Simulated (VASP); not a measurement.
Sc, 3 atoms in the cell. The typed cell holds 3 atoms: a = 5.124 Å, b = 5.124 Å, c = 3.232 Å, α = 90.00°, β = 90.00°, γ = 59.86°. This isn't the form of Sc at room conditions, which is hcp.

```yaml
Program: VASP 6.6.1
Task: single point
Functional: PBE
Potentials_or_basis: VASP PAW PBE potentials, release 64 (Sc_sv)
Cutoff: 520 eV
k_mesh: 8 × 8 × 12
Occupations: gaussian, width 0.1 eV
Spin: no spin polarisation
Dipole_correction: no
Further_INCAR_settings: ALGO = Normal; EDIFF = 1e-06; NBANDS = 24
```

Potentials or basis: VASP PAW PBE potentials, release 64 (Sc_sv).

Run with:

```bash
$ cat potpaw_PBE.64/Sc_sv/POTCAR > POTCAR
$ mpirun -np 1 vasp_std > vasp.out
```

Hardware: 1 thread of Intel(R) Xeon(R) 6975P-C (Granite Rapids) (shared host).

Problem. Estimate the wall time of this run.

Solution. Wall time 4.2 min on 1 thread of Intel(R) Xeon(R) 6975P-C (Granite Rapids), on a shared host, peak memory 0.59 GiB. Counts: scf iterations 14, k points 388.
